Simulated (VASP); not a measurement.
# Ti3H in VASP: notebook

Ti3H is run at these levels: PBE; tasks: single point, relaxation of the atoms.

Program: VASP 6.6.1. These are calculated values, not measurements. Logs are shortened: lines on timing, memory, paths and dates and some standing lists are left out, and cuts for length are marked.

### 1 The cell of the first run

The cell holds a slab with vacuum, 4 atoms: a = 2.819 Å, b = 2.819 Å, c = 19.826 Å, α = 90.00°, β = 90.00°, γ = 109.47°.

### 2 Single point, PBE

The input, INCAR:

```
SYSTEM = Ti3H
PREC = Accurate
ENCUT = 520
EDIFF = 1E-6
ISMEAR = 0
SIGMA = 0.1
LREAL = .False.
LASPH = .True.
NELM = 60
ALGO = Normal
ISIF = 2
LWAVE = .False.
LCHARG = .False.
LDIPOL = .True.
IDIPOL = 3
DIPOL = 0.5 0.5 0.357
GGA = PE
NBANDS = 26
```

The input, KPOINTS:

```
Automatic mesh
0
Gamma
  10 10 1
  0 0 0
```

The input, POSCAR:

```
Ti3H
1.0
    2.8192036097      0.0000000000      0.0000000000
   -0.9397345366      2.6579706533      0.0000000000
    0.0000000000      0.0000000000     19.8263799740
Ti H
3 1
Direct
    0.5000000000      0.5000000000      0.2017514042
    0.0000000000      0.0000000000      0.3111715134
    0.5000000000      0.5000000000      0.4199647129
    0.5000000000      0.8333333333      0.4941043405
```

Potentials or basis: VASP PAW PBE potentials, release 64 (Ti_sv, H).

Run with:

```console
$ cat potpaw_PBE.64/Ti_sv/POTCAR potpaw_PBE.64/H/POTCAR > POTCAR
$ mpirun -np 1 vasp_std > vasp.out
```

OUTCAR:

```text
SYSTEM = Ti3H
   PREC = Accurate
   ENCUT = 520
   EDIFF = 1E-6
   ISMEAR = 0
   LREAL = .False.
   LASPH = .True.
   NELM = 60
   ISIF = 2
   GGA = PE

 ion  position               nearest neighbor table
   1  0.500  0.500  0.202-   2 2.71   2 2.71
   2  0.000  0.000  0.311-   3 2.70   3 2.70   1 2.71   1 2.71
   3  0.500  0.500  0.420-   4 1.74   2 2.70   2 2.70
   4  0.500  0.833  0.494-   3 1.74

  LATTYP: Found a base centered orthorhombic cell.
 ALAT       =     3.2553359259
 B/A-ratio  =     1.4142135624
 C/A-ratio  =     6.0904252050

  Lattice vectors:

 A1 = (   2.8192036097,   0.0000000000,   0.0000000000)
 A2 = (  -0.9397345366,   2.6579706533,   0.0000000000)
 A3 = (   0.0000000000,   0.0000000000,  19.8263799740)

Analysis of symmetry for initial positions (statically):
=====================================================================
 Subroutine PRICEL returns:
 Original cell was already a primitive cell.

 Routine SETGRP: Setting up the symmetry group for a
 base centered orthorhombic supercell.

 Subroutine GETGRP returns: Found  1 space group operations
 (whereof  1 operations were pure point group operations)
 out of a pool of  8 trial point group operations.

The static configuration has the point symmetry C_1 .

Analysis of symmetry for dynamics (positions and initial velocities):
=====================================================================
 Subroutine PRICEL returns:
 Original cell was already a primitive cell.

 Routine SETGRP: Setting up the symmetry group for a
 base centered orthorhombic supercell.

 Subroutine GETGRP returns: Found  1 space group operations
 (whereof  1 operations were pure point group operations)
 out of a pool of  8 trial point group operations.

The dynamic configuration has the point symmetry C_1 .

 Subroutine INISYM returns: Found  1 space group operations
 (whereof  1 operations are pure point group operations),
 and found     1 'primitive' translations

----------------------------------------------------------------------------------------

                                     Primitive cell

  volume of cell :     148.5662

  direct lattice vectors                    reciprocal lattice vectors
     2.819203610  0.000000000  0.000000000     0.354710102  0.125408959  0.000000000
    -0.939734537  2.657970653  0.000000000     0.000000000  0.376226878  0.000000000
     0.000000000  0.000000000 19.826379974     0.000000000  0.000000000  0.050437851

  length of vectors
     2.819203610  2.819203610 19.826379974     0.376226878  0.376226878  0.050437851

  position of ions in fractional coordinates (direct lattice)
     0.500000000  0.500000000  0.201751404
     0.000000000  0.000000000  0.311171513
     0.500000000  0.500000000  0.419964713
     0.500000000  0.833333333  0.494104341

  ion indices of the primitive-cell ions
   primitive index   ion index
                 1           1
                 2           2
                 3           3
                 4           4

----------------------------------------------------------------------------------------

 KPOINTS: Automatic mesh

Automatic generation of k-mesh.
 Grid dimensions read from file:
 generate k-points for:   10   10    1

 Generating k-lattice:

  Cartesian coordinates                     Fractional coordinates (reciprocal lattice)
     0.035471010  0.012540896  0.000000000     0.100000000  0.000000000  0.000000000
     0.000000000  0.037622688  0.000000000     0.000000000  0.100000000  0.000000000
     0.000000000  0.000000000  0.050437851     0.000000000  0.000000000  1.000000000

  Length of vectors
     0.037622688  0.037622688  0.050437851

  Shift w.r.t. Gamma in fractional coordinates (k-lattice)
     0.000000000  0.000000000  0.000000000

 Subroutine IBZKPT returns following result:
 ===========================================

 Found     52 irreducible k-points:

 Following reciprocal coordinates:
            Coordinates               Weight
  0.000000  0.000000  0.000000      1.000000
  0.100000  0.000000  0.000000      2.000000
  0.000000  0.100000  0.000000      2.000000
  0.200000  0.000000  0.000000      2.000000
  0.000000  0.200000  0.000000      2.000000
  0.300000  0.000000  0.000000      2.000000
[... 16 lines left out ...]
 -0.300000  0.100000  0.000000      2.000000
  0.100000 -0.300000  0.000000      2.000000
 [... further k-points ...]
   k-points           NKPTS =     52   k-points in BZ     NKDIM =     52   number of bands    NBANDS=     26
   number of dos      NEDOS =    301   number of ions     NIONS =      4
   total plane-waves  NPLWV =  86400
   dimension x,y,z NGX =    24 NGY =   24 NGZ =  150
   dimension x,y,z NGXF=    48 NGYF=   48 NGZF=  300
   ions per type =               3   1
   NGX,Y,Z   is equivalent  to a cutoff of  14.15, 14.15, 12.58 a.u.
   NGXF,Y,Z  is equivalent  to a cutoff of  28.31, 28.31, 25.16 a.u.
 SYSTEM =  Ti3H
   PREC   = accura    normal or accurate (medium, high low for compatibility)
   ISTART =      0    job   : 0-new  1-cont  2-samecut
   ICHARG =      2    charge: 1-file 2-atom 10-const
   ISPIN  =      1    spin polarized calculation?
   LNONCOLLINEAR =      F non collinear calculations
   LSORBIT =      F    spin-orbit coupling
   LASPH  =      T    aspherical Exc in radial PAW
   ENCUT  =  520.0 eV  38.22 Ry    6.18 a.u.   5.24  5.24 36.86*2*pi/ulx,y,z
   NELM   =     60;   NELMIN=  2; NELMDL= -5     # of ELM steps
   EDIFF  = 0.1E-05   stopping-criterion for ELM
   LREAL  =      F    real-space projection
   EDIFFG = 0.1E-04   stopping-criterion for IOM
   NSW    =      0    number of steps for IOM
   IBRION =     -1    ionic relax: 0-MD 1-quasi-New 2-CG
   NFREE  =      0    steps in history (QN), initial steepest desc. (CG)
   ISIF   =      2    stress and relaxation
   ISYM   =      2    0-nonsym 1-usesym 2-fastsym
   POTIM  = 0.5000    time-step for ionic-motion
   TEBEG  =    0.0;   TEEND  =   0.0 temperature during run
   PSTRESS=    0.0 pullay stress
   NELECT =      37.0000    total number of electrons
   NUPDOWN=      -1.0000    fix difference up-down
   EMIN   =  10.00;   EMAX   =-10.00  energy-range for DOS
   EFERMI =   0.00;   METHOD = LEGACY
   ISMEAR =     0;   SIGMA  =   0.10  broadening in eV -4-tet -1-fermi 0-gaus
   EFERMI_NEDOS =   21; number of points for ismear=-14 and -15
   IALGO  =     38    algorithm
   IMIX   =      4    mixing-type and parameters
     AMIX     =   0.40;   BMIX     =  1.00
     AMIX_MAG =   1.60;   BMIX_MAG =  1.00
  volume/ion in A,a.u.               =      37.14       250.64
  Fermi-wavevector in a.u.,A,eV,Ry     =   1.029996  1.946410 14.434299  1.060891
  Thomas-Fermi vector in A             =   2.164071
   LORBIT       =      0    0 simple, 1 ext, 2 COOP (PROOUT), +10 PAW based schemes
   GGA     = PE    functional components
   LHFCALC =     F    Hartree Fock is set to
   AEXX    =    0.0000 exact exchange contribution
   IVDW    =     0    specifies the selected vdW correction
   LEPSILON=     F    determine dielectric tensor
   LRPA    =     F    only Hartree local field effects (RPA)
 non-spin polarized calculation
 Gauss-broadening in eV      SIGMA  =   0.10
  energy-cutoff  :      520.00
  volume of cell :      148.57
 maximum number of plane-waves:      4027
 NGX is ok and might be reduce to    24
   NGX = 11   NGY = 11   NGZ = 73

 dipolmoment           0.000000      0.000000     -0.157973 electrons x Angstroem

 number of electron      36.9999993 magnetization

 dipolmoment           0.000000      0.000000      0.060970 electrons x Angstroem

 Free energy of the ion-electron system (eV)
  ---------------------------------------------------
  ext. energy  EPLUGINS =         0.00000000
  ---------------------------------------------------
  free energy    TOTEN  =       -25.11320589 eV

  energy without entropy =      -25.06938119  energy(sigma->0) =      -25.09129354

 E-fermi :  -0.2890     XC(G=0):  -5.1137

 val. band max:       -0.2898490459   @ k =   0.1000   0.0000   0.0000
 cond. band min:      -0.2801375421   @ k =   0.4000   0.2000   0.0000
 fundamental gap:      0.0097115038
 Fermi energy:        -0.2890403783

 k-point     1 :       0.0000    0.0000    0.0000
  band No.  band energies     occupation
      1     -56.9529      2.00000
      2     -56.9261      2.00000
      3     -56.5060      2.00000
      4     -33.4050      2.00000
      5     -33.2449      2.00000
      6     -33.0025      2.00000
[... 18 lines left out ...]
     25       2.0450      0.00000
     26       2.3761      0.00000

 k-point     2 :       0.1000    0.0000    0.0000
  band No.  band energies     occupation
      1     -56.9457      2.00000
      2     -56.9193      2.00000
      3     -56.5007      2.00000
      4     -33.3901      2.00000
      5     -33.2486      2.00000
      6     -33.0353      2.00000
[... 18 lines left out ...]
     25       1.9931      0.00000
     26       2.2082      0.00000

 k-point     3 :       0.0000    0.1000    0.0000
  band No.  band energies     occupation
      1     -56.9457      2.00000
      2     -56.9193      2.00000
      3     -56.5007      2.00000
      4     -33.3898      2.00000
      5     -33.2486      2.00000
      6     -33.0198      2.00000
[... 572 lines left out ...]
 k-point    23 :      -0.3000    0.1000    0.0000
  band No.  band energies     occupation
      1     -56.9028      2.00000
      2     -56.8778      2.00000
      3     -56.4648      2.00000
      4     -33.3379      2.00000
      5     -33.2675      2.00000
      6     -33.2279      2.00000
[... 18 lines left out ...]
     25       1.9495      0.00000
     26       2.2498      0.00000

 k-point    24 :       0.1000   -0.3000    0.0000
  band No.  band energies     occupation
      1     -56.9029      2.00000
      2     -56.8778      2.00000
      3     -56.4649      2.00000
      4     -33.3303      2.00000
      5     -33.2621      2.00000
      6     -33.1994      2.00000
[... 18 lines left out ...]
     25       1.9762      0.00000
     26       2.2312      0.00000

 [... further k-points ...]

------------------------ aborting loop because EDIFF is reached ----------------------------------------

 vacuum level on the upper side and lower side of the slab       (xc-potential included)         0.512        -0.955

  FORCE on cell =-STRESS in cart. coord.  units (eV):
  Direction    XX          YY          ZZ          XY          YZ          ZX
  --------------------------------------------------------------------------------------
  -------------------------------------------------------------------------------------
  Total       -0.3250915      0.0130811      0.6047221     -0.0497664      1.7585993     -0.7618264
  in kB       -3.5058724      0.1410704      6.5214826     -0.5366944     18.9651997     -8.2157379
  external PRESSURE =       1.0522269 kB  Pullay stress =       0.0000000 kB

 VOLUME and BASIS-vectors are now :
 -----------------------------------------------------------------------------
  energy-cutoff  :      520.00
  volume of cell :      148.57
      direct lattice vectors                 reciprocal lattice vectors
     2.819203610  0.000000000  0.000000000     0.354710102  0.125408959  0.000000000
    -0.939734537  2.657970653  0.000000000     0.000000000  0.376226878  0.000000000
     0.000000000  0.000000000 19.826379974     0.000000000  0.000000000  0.050437851

 POSITION                                       TOTAL-FORCE (eV/Angst)
 -----------------------------------------------------------------------------------
      0.93973      1.32899      4.00000        -0.014759     -0.013875      0.056634
      0.00000      0.00000      6.16940         0.081674      0.026154     -0.403585
      0.93973      1.32899      8.32638         0.374933     -1.206269      0.340234
      0.62649      2.21498      9.79630        -0.441848      1.193991      0.006717
 -----------------------------------------------------------------------------------
    total drift:                                0.000003      0.000008      0.000127

  FREE ENERGIE OF THE ION-ELECTRON SYSTEM (eV)
  ---------------------------------------------------
  free  energy   TOTEN  =       -25.1132058861 eV

  energy  without entropy=      -25.0693811918  energy(sigma->0) =      -25.09129354

 vacuum level on the upper side and lower side of the slab         5.309         3.778
```

Run time: 4.4 min. Hardware: 1 thread of Intel Xeon 6975P-C (Granite Rapids), shared host; peak memory 0.37 GiB.

What came out:

```
Free energy            : -25.1132 eV
Largest force          : 1.308 eV/Å
Band gap on the k mesh : zero (an odd number of electrons rules out a gap without spin polarisation)
```

Forces on the atoms (eV/Å):
```
Ti  -0.015 -0.014  0.057
Ti   0.082  0.026 -0.404
Ti   0.375 -1.206  0.340
H   -0.442  1.194  0.007
```

### 3 Single point, PBE

The input, INCAR:

```
PREC = Accurate
ENCUT = 520
EDIFF = 1E-6
ISMEAR = 0
SIGMA = 0.1
LREAL = F
LASPH = T
NELM = 100
ALGO = Normal
ISIF = 2
LWAVE = F
LCHARG = T
LDIPOL = T
IDIPOL = 3
DIPOL = 0.5 0.5 0.359
GGA = PE
LELF = T
LVHAR = T
LVACPOTAV = T
NBANDS = 26
```

The input, KPOINTS:

```
regular mesh
0
Gamma
  10 10 1
```

Edit POSCAR of step 2 so:

```diff
@@ -11,2 +11,2 @@
     0.5000000000      0.5000000000      0.4199647129
-    0.5000000000      0.8333333333      0.4941043405
+    0.5000000000      0.6666666667      0.5044746662
```

Potentials or basis: VASP PAW PBE potentials, release 64 (Ti_sv, H).

Run with:

```console
$ cat potpaw_PBE.64/Ti_sv/POTCAR potpaw_PBE.64/H/POTCAR > POTCAR
$ mpirun -np 1 vasp_std > vasp.out
```

OUTCAR:

```text
PREC = Accurate
   ENCUT = 520
   EDIFF = 1E-6
   ISMEAR = 0
   LREAL = F
   LASPH = T
   NELM = 100
   ISIF = 2
   GGA = PE

 ion  position               nearest neighbor table
   1  0.500  0.500  0.202-   2 2.71   2 2.71
   2  0.000  0.000  0.311-   3 2.70   3 2.70   1 2.71   1 2.71
   3  0.500  0.500  0.420-   4 1.74   2 2.70   2 2.70
   4  0.500  0.667  0.504-   3 1.74

  LATTYP: Found a base centered orthorhombic cell.
 ALAT       =     3.2553359259
 B/A-ratio  =     1.4142135624
 C/A-ratio  =     6.0904252050

  Lattice vectors:

 A1 = (   2.8192036097,   0.0000000000,   0.0000000000)
 A2 = (  -0.9397345366,   2.6579706533,   0.0000000000)
 A3 = (   0.0000000000,   0.0000000000,  19.8263799740)

Analysis of symmetry for initial positions (statically):
=====================================================================
 Subroutine PRICEL returns:
 Original cell was already a primitive cell.

 Routine SETGRP: Setting up the symmetry group for a
 base centered orthorhombic supercell.

 Subroutine GETGRP returns: Found  1 space group operations
[... 175 lines left out ...]

 val. band max:       -0.5297029244   @ k =   0.3000   0.0000   0.0000
 cond. band min:      -0.5265509550   @ k =   0.1000   0.0000   0.0000
 fundamental gap:      0.0031519694
 Fermi energy:        -0.5291267049

 k-point     1 :       0.0000    0.0000    0.0000
  band No.  band energies     occupation
      1     -57.1514      2.00000
      2     -57.1311      2.00000
      3     -56.7695      2.00000
      4     -33.6051      2.00000
      5     -33.4135      2.00000
      6     -33.2071      2.00000
[... 685 lines left out ...]
     25       1.7048      0.00000
     26       2.0100      0.00000

 [... further k-points ...]

------------------------ aborting loop because EDIFF is reached ----------------------------------------

  FORCE on cell =-STRESS in cart. coord.  units (eV):
  Direction    XX          YY          ZZ          XY          YZ          ZX
  --------------------------------------------------------------------------------------
  -------------------------------------------------------------------------------------
  Total       -0.1776668      0.2218933      0.5735641      0.2972239      1.3638355     -0.6748539
  in kB       -1.9160055      2.3929565      6.1854668      3.2053412     14.7079629     -7.2778026
  external PRESSURE =       2.2208059 kB  Pullay stress =       0.0000000 kB

 VOLUME and BASIS-vectors are now :
 -----------------------------------------------------------------------------
  energy-cutoff  :      520.00
  volume of cell :      148.57
      direct lattice vectors                 reciprocal lattice vectors
     2.819203610  0.000000000  0.000000000     0.354710102  0.125408959  0.000000000
    -0.939734537  2.657970653  0.000000000     0.000000000  0.376226878  0.000000000
     0.000000000  0.000000000 19.826379974     0.000000000  0.000000000  0.050437851

 POSITION                                       TOTAL-FORCE (eV/Angst)
 -----------------------------------------------------------------------------------
      0.93973      1.32899      4.00000        -0.011250     -0.022507      0.070570
      0.00000      0.00000      6.16940         0.114161      0.047095     -0.406479
      0.93973      1.32899      8.32638         0.181969     -0.841297      0.319831
      0.78311      1.77198     10.00191        -0.284881      0.816709      0.016078
 -----------------------------------------------------------------------------------
    total drift:                                0.000004      0.000112      0.000268

  FREE ENERGIE OF THE ION-ELECTRON SYSTEM (eV)
  ---------------------------------------------------
  free  energy   TOTEN  =       -24.5968909732 eV

  energy  without entropy=      -24.5537904333  energy(sigma->0) =      -24.57534070

 vacuum level on the upper side and lower side of the slab         5.949         3.776
```

It took 4.6 min on 1 thread of Intel Xeon 6975P-C (Granite Rapids), shared host; peak memory 0.37 GiB.

Results:

```yaml
Free_energy: -24.5969 eV
Largest_force: 0.918 eV/Å
Band_gap_on_the_k_mesh: zero (an odd number of electrons rules out a gap without spin polarisation)
```

Forces in eV/Å, atoms in the order of the input:
```
Ti  -0.011 -0.023  0.071
Ti   0.114  0.047 -0.406
Ti   0.182 -0.841  0.320
H   -0.285  0.817  0.016
```

(Part 1 of 2 ends here.)
